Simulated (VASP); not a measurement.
# CdS (P3m1) in VASP: notebook

The runs below take CdS through single point, relaxation of cell and atoms, with PBEsol.

Everything below comes from runs of VASP 6.6.1. Logs are shortened: lines on timing, memory, paths and dates and some standing lists are left out, and cuts for length are marked.

**1. The cell of the first run**

The structure is trigonal, space group P3m1 (No. 156). The conventional cell has a = 4.186 Å, b = 4.186 Å, c = 5.807 Å, α = 90.00°, β = 90.00°, γ = 120.00°. Cd (site symmetry 3m) has 3 S at 2.42 Å within 3.2 Å. Within 3.2 Å of S (site symmetry 3m) lie 3 Cd at 2.42 Å.

**2. Single point, PBEsol**

INCAR reads:

```
SYSTEM = CdS
PREC = Accurate
ENCUT = 520
EDIFF = 1E-7
ISMEAR = 0
SIGMA = 0.01
LREAL = .False.
LASPH = .True.
NELM = 60
ALGO = Normal
ISIF = 2
LWAVE = .False.
LCHARG = .True.
GGA = PS
LELF = .True.
LVHAR = .True.
NBANDS = 16
```

KPOINTS reads:

```
regular mesh
0
Gamma
  6 6 4
  0 0 0
```

POSCAR reads:

```
CdS
1.0
    4.1857258807      0.0000000000      0.0000000000
   -2.0928629404      3.6249449460      0.0000000000
    0.0000000000      0.0000000000      5.8066754782
Cd S
1 1
Direct
    0.0000000000      0.0000000000      0.4423670278
    0.6666666667      0.3333333333      0.4346329722
```

Potentials or basis: VASP PAW PBE potentials, release 64 (Cd, S).

Command:

```
$ cat potpaw_PBE.64/Cd/POTCAR potpaw_PBE.64/S/POTCAR > POTCAR
$ mpirun -np 1 vasp_std > vasp.out
```

OUTCAR:

```text
SYSTEM = CdS
   PREC = Accurate
   ENCUT = 520
   EDIFF = 1E-7
   ISMEAR = 0
   LREAL = .False.
   LASPH = .True.
   NELM = 60
   ISIF = 2
   GGA = PS

 ion  position               nearest neighbor table
   1  0.000  0.000  0.442-   2 2.42   2 2.42   2 2.42
   2  0.667  0.333  0.435-   1 2.42   1 2.42   1 2.42

  LATTYP: Found a hexagonal cell.
 ALAT       =     4.1857258807
 C/A-ratio  =     1.3872565103

  Lattice vectors:

 A1 = (   4.1857258807,   0.0000000000,   0.0000000000)
 A2 = (  -2.0928629404,   3.6249449460,   0.0000000000)
 A3 = (   0.0000000000,   0.0000000000,   5.8066754782)

Analysis of symmetry for initial positions (statically):
=====================================================================
 Subroutine PRICEL returns:
 Original cell was already a primitive cell.

 Routine SETGRP: Setting up the symmetry group for a
 hexagonal supercell.

 Subroutine GETGRP returns: Found  6 space group operations
 (whereof  6 operations were pure point group operations)
 out of a pool of 24 trial point group operations.

The static configuration has the point symmetry C_3v.

Analysis of symmetry for dynamics (positions and initial velocities):
=====================================================================
 Subroutine PRICEL returns:
 Original cell was already a primitive cell.

 Routine SETGRP: Setting up the symmetry group for a
 hexagonal supercell.

 Subroutine GETGRP returns: Found  6 space group operations
 (whereof  6 operations were pure point group operations)
 out of a pool of 24 trial point group operations.

The dynamic configuration has the point symmetry C_3v.

 Subroutine INISYM returns: Found  6 space group operations
 (whereof  6 operations are pure point group operations),
 and found     1 'primitive' translations

----------------------------------------------------------------------------------------

                                     Primitive cell

  volume of cell :      88.1048

  direct lattice vectors                    reciprocal lattice vectors
     4.185725881  0.000000000  0.000000000     0.238907188  0.137933129  0.000000000
    -2.092862940  3.624944946  0.000000000     0.000000000  0.275866259  0.000000000
     0.000000000  0.000000000  5.806675478     0.000000000  0.000000000  0.172215583

  length of vectors
     4.185725881  4.185725881  5.806675478     0.275866259  0.275866259  0.172215583

  position of ions in fractional coordinates (direct lattice)
     0.000000000  0.000000000  0.442367028
[... 77 lines left out ...]
   EDIFF  = 0.1E-06   stopping-criterion for ELM
   LREAL  =      F    real-space projection
   EDIFFG = 0.1E-05   stopping-criterion for IOM
   NSW    =      0    number of steps for IOM
   IBRION =     -1    ionic relax: 0-MD 1-quasi-New 2-CG
   NFREE  =      0    steps in history (QN), initial steepest desc. (CG)
   ISIF   =      2    stress and relaxation
   ISYM   =      2    0-nonsym 1-usesym 2-fastsym
   POTIM  = 0.5000    time-step for ionic-motion
   TEBEG  =    0.0;   TEEND  =   0.0 temperature during run
   PSTRESS=    0.0 pullay stress
   NELECT =      18.0000    total number of electrons
   NUPDOWN=      -1.0000    fix difference up-down
   EMIN   =  10.00;   EMAX   =-10.00  energy-range for DOS
   EFERMI =   0.00;   METHOD = LEGACY
   ISMEAR =     0;   SIGMA  =   0.01  broadening in eV -4-tet -1-fermi 0-gaus
   EFERMI_NEDOS =   21; number of points for ismear=-14 and -15
   IALGO  =     38    algorithm
   IMIX   =      4    mixing-type and parameters
     AMIX     =   0.40;   BMIX     =  1.00
     AMIX_MAG =   1.60;   BMIX_MAG =  1.00
  volume/ion in A,a.u.               =      44.05       297.28
  Fermi-wavevector in a.u.,A,eV,Ry     =   0.964197  1.822068 12.649006  0.929676
  Thomas-Fermi vector in A             =   2.093808
   LORBIT       =      0    0 simple, 1 ext, 2 COOP (PROOUT), +10 PAW based schemes
   GGA     = PS    functional components
   LHFCALC =     F    Hartree Fock is set to
   AEXX    =    0.0000 exact exchange contribution
   IVDW    =     0    specifies the selected vdW correction
   LEPSILON=     F    determine dielectric tensor
   LRPA    =     F    only Hartree local field effects (RPA)
 non-spin polarized calculation
 Gauss-broadening in eV      SIGMA  =   0.01
  energy-cutoff  :      520.00
  volume of cell :       88.10
 maximum number of plane-waves:      2394
 NGX is ok and might be reduce to    32
   NGX = 15   NGY = 15   NGZ = 21

 number of electron      18.0000000 magnetization

 Free energy of the ion-electron system (eV)
  ---------------------------------------------------
  ext. energy  EPLUGINS =         0.00000000
  ---------------------------------------------------
  free energy    TOTEN  =        -6.18725452 eV

  energy without entropy =       -6.18725452  energy(sigma->0) =       -6.18725452

 E-fermi :  -1.8691     XC(G=0):  -6.2833

 val. band max:       -1.9637064460   @ k =   0.0000   0.0000   0.5000
 cond. band min:      -0.4379522386   @ k =   0.0000   0.0000   0.0000
 fundamental gap:      1.5257542074
 Fermi energy:        -1.8690617452

 k-point     1 :       0.0000    0.0000    0.0000
  band No.  band energies     occupation
      1     -13.8653      2.00000
      2      -9.8086      2.00000
      3      -9.8086      2.00000
      4      -9.1846      2.00000
      5      -9.1846      2.00000
      6      -8.9429      2.00000
[... 433 lines left out ...]
      3      -9.4313      2.00000
      4      -9.3079      2.00000
      5      -9.2341      2.00000
      6      -8.5655      2.00000
[... 8 lines left out ...]
     15       7.5236      0.00000
     16       8.7824      0.00000

------------------------ aborting loop because EDIFF is reached ----------------------------------------

  FORCE on cell =-STRESS in cart. coord.  units (eV):
  Direction    XX          YY          ZZ          XY          YZ          ZX
  --------------------------------------------------------------------------------------
  -------------------------------------------------------------------------------------
  Total        0.2175351      0.2175351     -0.0064113     -0.0000000     -0.0000000     -0.0000000
  in kB        3.9558524      3.9558524     -0.1165894     -0.0000000     -0.0000000     -0.0000000
  external PRESSURE =       2.5983718 kB  Pullay stress =       0.0000000 kB

 VOLUME and BASIS-vectors are now :
 -----------------------------------------------------------------------------
  energy-cutoff  :      520.00
  volume of cell :       88.10
      direct lattice vectors                 reciprocal lattice vectors
     4.185725881  0.000000000  0.000000000     0.238907188  0.137933129  0.000000000
    -2.092862940  3.624944946  0.000000000     0.000000000  0.275866259  0.000000000
     0.000000000  0.000000000  5.806675478     0.000000000  0.000000000  0.172215583

 POSITION                                       TOTAL-FORCE (eV/Angst)
 -----------------------------------------------------------------------------------
      0.00000      0.00000      2.56868         0.000000     -0.000000     -0.000387
      2.09286      1.20831      2.52377        -0.000000      0.000000      0.000387
 -----------------------------------------------------------------------------------
    total drift:                                0.000001     -0.000000      0.000148

  FREE ENERGIE OF THE ION-ELECTRON SYSTEM (eV)
  ---------------------------------------------------
  free  energy   TOTEN  =        -6.1872545161 eV

  energy  without entropy=       -6.1872545161  energy(sigma->0) =       -6.18725452
```

It took 33 s on 1 thread of Intel Xeon 8259CL, shared host; peak memory 0.22 GiB.

Results:

| Property | Result |
| --- | --- |
| Free energy | -6.1873 eV |
| Pressure | 0.3 GPa |
| Band gap on the k mesh | 1.53 eV |

Caveat: the PAW data sets were made with another functional, which shifts forces and pressure a little.

**3. Relaxation of cell and atoms, PBEsol**

This run uses another cell than the first one.

INCAR reads:

```
SYSTEM = CdS
ALGO = Normal
EDIFF = 1E-7
EDIFFG = -0.01
ENCUT = 600
GGA = PS
IBRION = 2
ISIF = 3
ISMEAR = 0
LASPH = .True.
LCHARG = .False.
LREAL = .False.
LWAVE = .False.
NELM = 80
NSW = 80
PREC = Accurate
SIGMA = 0.01
```

KPOINTS reads:

```
k-points
0
Gamma
  6 6 4
  0 0 0
```

POSCAR reads:

```
CdS
1.0
    4.2611700000      0.0000000000      0.0000000000
   -2.1305850000      3.6902810000      0.0000000000
    0.0000000000      0.0000000000      5.8041730000
Cd S
1 1
Direct
    0.0000000000      0.0000000000      0.4426920000
    0.6666666667      0.3333333333      0.4343080000
```

Potentials or basis: VASP PAW PBE potentials, release 64 (Cd, S).

Command:

```
$ cat potpaw_PBE.64/Cd/POTCAR potpaw_PBE.64/S/POTCAR > POTCAR
$ mpirun -np 1 vasp_std > vasp.out
```

Run time: 92 s. Hardware: 1 thread of Intel Xeon 8259CL, shared host; peak memory 0.27 GiB.

It converged, with:

```yaml
Free_energy: -6.1886 eV
Relaxed_cell: a = 4.197 Å, b = 4.197 Å, c = 5.803 Å, α = 90.00°, β = 90.00°, γ = 120.00°
Space_group_after_relaxing_to_0.1_Å: P-6m2 (No. 187)
Energy_gained_by_relaxing: 8.7 meV/atom
Ionic_steps: 3
Pressure_after_relaxing: 0.0 GPa
Band_gap_on_the_k_mesh: 1.51 eV
```

Forces on the atoms (eV/Å):
```
Cd   0.000  0.000 -0.003
S    0.000  0.000  0.003
```

Step by step:
| step | energy change (eV) | largest force (eV/Å) | pressure (GPa) | volume (Å³) |
| --- | --- | --- | --- | --- |
| 1 | 0.0000 | 0.0140 | -1.32 | 91.27 |
| 2 | -0.0058 | 0.0079 | 1.20 | 86.38 |
| 3 | -0.0174 | 0.0027 | -0.01 | 88.52 |

Final structure:
```cif
data_structure
_symmetry_space_group_name_H-M 'P 1'
_symmetry_Int_Tables_number 1
_cell_length_a 4.1969
_cell_length_b 4.1969
_cell_length_c 5.8029
_cell_angle_alpha 90.000
_cell_angle_beta 90.000
_cell_angle_gamma 120.000
_cell_volume 88.52
loop_
_atom_site_label
_atom_site_type_symbol
_atom_site_fract_x
_atom_site_fract_y
_atom_site_fract_z
_atom_site_occupancy
Cd1 Cd 0.00000 0.00000 0.44263 1
S1 S 0.66667 0.33333 0.43437 1
```

Levels at points of the mesh, in eV from the valence-band top:
| k point | band 5 | band 6 | band 7 | band 8 | band 9 | band 10 | band 11 | band 12 | band 13 |
| --- | --- | --- | --- | --- | --- | --- | --- | --- | --- |
| (0.00, 0.00, 0.00) | -7.20 | -6.97 | -1.26 | 0.00 | 0.00 | 1.51 | 5.59 | 6.87 | 6.87 |
| (0.50, 0.00, 0.00) | -7.22 | -6.80 | -3.82 | -1.44 | -0.27 | 3.70 | 5.03 | 6.87 | 7.45 |
| (0.00, 0.00, 0.50) | -7.21 | -6.96 | -1.46 | 0.00 | 0.00 | 1.79 | 5.10 | 6.92 | 6.92 |
| (0.50, 0.00, 0.50) | -7.22 | -6.80 | -3.79 | -1.43 | -0.37 | 3.86 | 4.19 | 7.84 | 8.10 |

Caveat: the PAW data sets were made with another functional, which shifts forces and pressure a little. A k mesh can miss the band edges.
